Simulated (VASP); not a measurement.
# Cr (Im-3m) in VASP: a series of runs

Cr is run at these levels: PBEsol; tasks: relaxation of cell and atoms, single point.

Everything below comes from runs of VASP 6.6.1. Logs are shortened: lines on timing, memory, paths and dates and some standing lists are left out, and cuts for length are marked.

## Step 1: The cell of the first run

Symmetry: Im-3m, No. 229, cubic system. Conventional cell: a = 2.815 Å, b = 2.815 Å, c = 2.815 Å, α = 90.00°, β = 90.00°, γ = 90.00°. Within 3.2 Å of Cr (site symmetry m-3m) lie 14 Cr at 2.44 to 2.82 Å.

## Step 2: Relaxation of cell and atoms, PBEsol

INCAR

```
SYSTEM = Cr
ALGO = Normal
EDIFF = 1E-7
EDIFFG = -0.005
ENCUT = 600
GGA = PS
IBRION = 2
ISIF = 3
ISMEAR = 0
LASPH = .True.
LCHARG = .False.
LREAL = .False.
LWAVE = .False.
NELM = 80
NSW = 100
PREC = Accurate
SIGMA = 0.1
```

KPOINTS

```
k-points
0
Gamma
  20 20 20
  0 0 0
```

POSCAR

```
Cr
1.0
   -1.4076736639      1.4076736639      1.4076736639
    1.4076736639     -1.4076736639      1.4076736639
    1.4076736639      1.4076736639     -1.4076736639
Cr
1
Direct
    0.0000000000      0.0000000000      0.0000000000
```

Potentials or basis: VASP PAW PBE potentials, release 64 (Cr_pv).

Command:

```console
$ cat potpaw_PBE.64/Cr_pv/POTCAR > POTCAR
$ mpirun -np 1 vasp_std > vasp.out
```

OUTCAR:

```text
SYSTEM = Cr
   EDIFF = 1E-7
   EDIFFG = -0.005
   ENCUT = 600
   GGA = PS
   IBRION = 2
   ISIF = 3
   ISMEAR = 0
   LASPH = .True.
   LREAL = .False.
   NELM = 80
   NSW = 100
   PREC = Accurate

 ion  position               nearest neighbor table
   1  0.000  0.000  0.000-

  LATTYP: Found a body centered cubic cell.
 ALAT       =     2.8153473278

  Lattice vectors:

 A1 = (  -1.4076736639,   1.4076736639,   1.4076736639)
 A2 = (   1.4076736639,  -1.4076736639,   1.4076736639)
 A3 = (   1.4076736639,   1.4076736639,  -1.4076736639)

Analysis of symmetry for initial positions (statically):
=====================================================================
 Subroutine PRICEL returns:
 Original cell was already a primitive cell.

 Routine SETGRP: Setting up the symmetry group for a
 body centered cubic supercell.

 Subroutine GETGRP returns: Found 48 space group operations
 (whereof 48 operations were pure point group operations)
 out of a pool of 48 trial point group operations.

The static configuration has the point symmetry O_h .

Analysis of symmetry for dynamics (positions and initial velocities):
=====================================================================
 Subroutine PRICEL returns:
 Original cell was already a primitive cell.

 Routine SETGRP: Setting up the symmetry group for a
 body centered cubic supercell.

 Subroutine GETGRP returns: Found 48 space group operations
 (whereof 48 operations were pure point group operations)
 out of a pool of 48 trial point group operations.

The dynamic configuration has the point symmetry O_h .

 Subroutine INISYM returns: Found 48 space group operations
 (whereof 48 operations are pure point group operations),
 and found     1 'primitive' translations

----------------------------------------------------------------------------------------

                                     Primitive cell

  volume of cell :      11.1575

  direct lattice vectors                    reciprocal lattice vectors
    -1.407673664  1.407673664  1.407673664     0.000000000  0.355195961  0.355195961
     1.407673664 -1.407673664  1.407673664     0.355195961  0.000000000  0.355195961
     1.407673664  1.407673664 -1.407673664     0.355195961  0.355195961  0.000000000

  length of vectors
     2.438162306  2.438162306  2.438162306     0.502322946  0.502322946  0.502322946

  position of ions in fractional coordinates (direct lattice)
     0.000000000  0.000000000  0.000000000

  ion indices of the primitive-cell ions
   primitive index   ion index
                 1           1

----------------------------------------------------------------------------------------

 KPOINTS: k-points

Automatic generation of k-mesh.
 Grid dimensions read from file:
 generate k-points for:   20   20   20

 Generating k-lattice:

  Cartesian coordinates                     Fractional coordinates (reciprocal lattice)
     0.000000000  0.017759798  0.017759798     0.050000000  0.000000000  0.000000000
     0.017759798  0.000000000  0.017759798     0.000000000  0.050000000  0.000000000
     0.017759798  0.017759798  0.000000000     0.000000000  0.000000000  0.050000000

  Length of vectors
     0.025116147  0.025116147  0.025116147

  Shift w.r.t. Gamma in fractional coordinates (k-lattice)
     0.000000000  0.000000000  0.000000000

 Subroutine IBZKPT returns following result:
 ===========================================

 Found    256 irreducible k-points:

 Following reciprocal coordinates:
            Coordinates               Weight
  0.000000  0.000000  0.000000      1.000000
  0.050000  0.000000  0.000000     12.000000
  0.100000  0.000000  0.000000     12.000000
  0.150000  0.000000  0.000000     12.000000
  0.200000  0.000000  0.000000     12.000000
  0.250000  0.000000  0.000000     12.000000
[... 16 lines left out ...]
  0.200000  0.100000  0.000000     48.000000
  0.250000  0.100000  0.000000     48.000000
 [... further k-points ...]
   k-points           NKPTS =    256   k-points in BZ     NKDIM =    256   number of bands    NBANDS=     10
   number of dos      NEDOS =    301   number of ions     NIONS =      1
   total plane-waves  NPLWV =   8000
   dimension x,y,z NGX =    20 NGY =   20 NGZ =   20
   dimension x,y,z NGXF=    40 NGYF=   40 NGZF=   40
   ions per type =               1
   NGX,Y,Z   is equivalent  to a cutoff of  13.64, 13.64, 13.64 a.u.
   NGXF,Y,Z  is equivalent  to a cutoff of  27.27, 27.27, 27.27 a.u.
 SYSTEM =  Cr
   PREC   = accura    normal or accurate (medium, high low for compatibility)
   ISTART =      0    job   : 0-new  1-cont  2-samecut
   ICHARG =      2    charge: 1-file 2-atom 10-const
   ISPIN  =      1    spin polarized calculation?
   LNONCOLLINEAR =      F non collinear calculations
   LSORBIT =      F    spin-orbit coupling
   LASPH  =      T    aspherical Exc in radial PAW
   ENCUT  =  600.0 eV  44.10 Ry    6.64 a.u.   4.87  4.87  4.87*2*pi/ulx,y,z
   NELM   =     80;   NELMIN=  2; NELMDL= -5     # of ELM steps
   EDIFF  = 0.1E-06   stopping-criterion for ELM
   LREAL  =      F    real-space projection
   EDIFFG = -.5E-02   stopping-criterion for IOM
   NSW    =    100    number of steps for IOM
   IBRION =      2    ionic relax: 0-MD 1-quasi-New 2-CG
   NFREE  =      1    steps in history (QN), initial steepest desc. (CG)
   ISIF   =      3    stress and relaxation
   ISYM   =      2    0-nonsym 1-usesym 2-fastsym
   POTIM  = 0.5000    time-step for ionic-motion
   TEBEG  =    0.0;   TEEND  =   0.0 temperature during run
   PSTRESS=    0.0 pullay stress
   NELECT =      12.0000    total number of electrons
   NUPDOWN=      -1.0000    fix difference up-down
   EMIN   =  10.00;   EMAX   =-10.00  energy-range for DOS
   EFERMI =   0.00;   METHOD = LEGACY
   ISMEAR =     0;   SIGMA  =   0.10  broadening in eV -4-tet -1-fermi 0-gaus
   EFERMI_NEDOS =   21; number of points for ismear=-14 and -15
   IALGO  =     38    algorithm
   IMIX   =      4    mixing-type and parameters
     AMIX     =   0.40;   BMIX     =  1.00
     AMIX_MAG =   1.60;   BMIX_MAG =  1.00
  volume/ion in A,a.u.               =      11.16        75.29
  Fermi-wavevector in a.u.,A,eV,Ry     =   1.677310  3.169656 38.278194  2.813368
  Thomas-Fermi vector in A             =   2.761598
   LORBIT       =      0    0 simple, 1 ext, 2 COOP (PROOUT), +10 PAW based schemes
   GGA     = PS    functional components
   LHFCALC =     F    Hartree Fock is set to
   AEXX    =    0.0000 exact exchange contribution
   IVDW    =     0    specifies the selected vdW correction
   LEPSILON=     F    determine dielectric tensor
   LRPA    =     F    only Hartree local field effects (RPA)
 conjugate gradient relaxation of ions
 non-spin polarized calculation
 Gauss-broadening in eV      SIGMA  =   0.10
  energy-cutoff  :      600.00
  volume of cell :       11.16
 maximum number of plane-waves:       386
   NGX =  9   NGY =  9   NGZ =  9

--------------------------------------- Ionic step        1  -------------------------------------------

 number of electron      12.0000007 magnetization

 Free energy of the ion-electron system (eV)
  ---------------------------------------------------
  ext. energy  EPLUGINS =         0.00000000
  ---------------------------------------------------
  free energy    TOTEN  =       -10.24539131 eV

  energy without entropy =      -10.24213073  energy(sigma->0) =      -10.24376102

------------------------ aborting loop because EDIFF is reached ----------------------------------------

  FORCE on cell =-STRESS in cart. coord.  units (eV):
  Direction    XX          YY          ZZ          XY          YZ          ZX
  --------------------------------------------------------------------------------------
  -------------------------------------------------------------------------------------
  Total       -0.0677491     -0.0677491     -0.0677491      0.0000000      0.0000000     -0.0000000
  in kB       -9.7285577     -9.7285577     -9.7285577      0.0000000      0.0000000     -0.0000000
  external PRESSURE =      -9.7285577 kB  Pullay stress =       0.0000000 kB
[... 55 lines left out ...]
  energy  without entropy=      -10.2418917199  energy(sigma->0) =      -10.24350129

--------------------------------------- Ionic step        3  -------------------------------------------

 number of electron      12.0000008 magnetization

 Free energy of the ion-electron system (eV)
  ---------------------------------------------------
  ext. energy  EPLUGINS =         0.00000000
  ---------------------------------------------------
  free energy    TOTEN  =       -10.24550976 eV

  energy without entropy =      -10.24226461  energy(sigma->0) =      -10.24388719

 E-fermi :  11.3937     XC(G=0): -14.0592

 val. band max:       11.3896743670   @ k =   0.1000   0.0500   0.0500
 cond. band min:      11.4122931108   @ k =   0.4500   0.1000   0.0000
 fundamental gap:      0.0226187438
 Fermi energy:        11.3937371822

 k-point     1 :       0.0000    0.0000    0.0000
  band No.  band energies     occupation
      1     -31.1509      2.00000
      2     -31.1509      2.00000
      3     -31.1509      2.00000
      4       3.3568      2.00000
      5      10.4164      2.00000
      6      10.4164      2.00000
      7      10.4164      2.00000
      8      12.5463      0.00000
      9      12.5463      0.00000
     10      18.4864      0.00000
[... 287 lines left out ...]
 k-point    24 :       0.2500    0.1000    0.0000
  band No.  band energies     occupation
      1     -31.8575      2.00000
      2     -31.3773      2.00000
      3     -31.1911      2.00000
      4       6.5966      2.00000
      5       9.3031      2.00000
      6       9.8718      2.00000
      7      12.1618      0.00000
      8      12.8531      0.00000
      9      13.2434      0.00000
     10      18.4859      0.00000

 [... further k-points ...]

------------------------ aborting loop because EDIFF is reached ----------------------------------------

  FORCE on cell =-STRESS in cart. coord.  units (eV):
  Direction    XX          YY          ZZ          XY          YZ          ZX
  --------------------------------------------------------------------------------------
  -------------------------------------------------------------------------------------
  Total        0.0003470      0.0003470      0.0003470      0.0000000      0.0000000      0.0000000
  in kB        0.0500029      0.0500029      0.0500029      0.0000000      0.0000000      0.0000000
  external PRESSURE =       0.0500029 kB  Pullay stress =       0.0000000 kB
[... 16 lines left out ...]
  FREE ENERGIE OF THE ION-ELECTRON SYSTEM (eV)
  ---------------------------------------------------
  free  energy   TOTEN  =       -10.2455097602 eV

  energy  without entropy=      -10.2422646136  energy(sigma->0) =      -10.24388719

 reached required accuracy - stopping structural energy minimisation
```

Run time: 1.7 min. Hardware: 1 thread of Intel Xeon 8259CL, shared host; peak memory 0.16 GiB.

Results:

| Quantity | Value |
| --- | --- |
| Free energy | -10.2455 eV |
| Relaxed volume | 11.12 Å³/atom |
| Relaxed cell | a = 2.435 Å, b = 2.435 Å, c = 2.435 Å, α = 109.47°, β = 109.47°, γ = 109.47° |
| Space group after relaxing (to 0.1 Å) | Im-3m (No. 229) |
| Energy gained by relaxing | 0.1 meV/atom |
| Ionic steps | 3 |
| Pressure after relaxing | 0.0 GPa |
| Band gap on the k mesh | zero (bands 6 and 7 overlap by 3.56 eV) |

The path:
| step | energy change (eV) | largest force (eV/Å) | pressure (GPa) | volume (Å³) |
| --- | --- | --- | --- | --- |
| 1 | 0.0000 | 0.0000 | -0.97 | 11.16 |
| 2 | 0.0003 | 0.0000 | 1.83 | 11.05 |
| 3 | -0.0001 | 0.0000 | 0.01 | 11.12 |

Final structure:
```
CELL_PARAMETERS angstrom
-1.40605 1.40605 1.40605
1.40605 -1.40605 1.40605
1.40605 1.40605 -1.40605
ATOMIC_POSITIONS crystal
Cr 0.00000 0.00000 0.00000
```

Caveat: the PAW data sets were made with another functional, which shifts forces and pressure a little; the run has no spin polarisation, though such a crystal can be magnetic. Spin polarisation is off, so any magnetic state and its effect on volume and gap are missing.

[end of part 1 of 2]
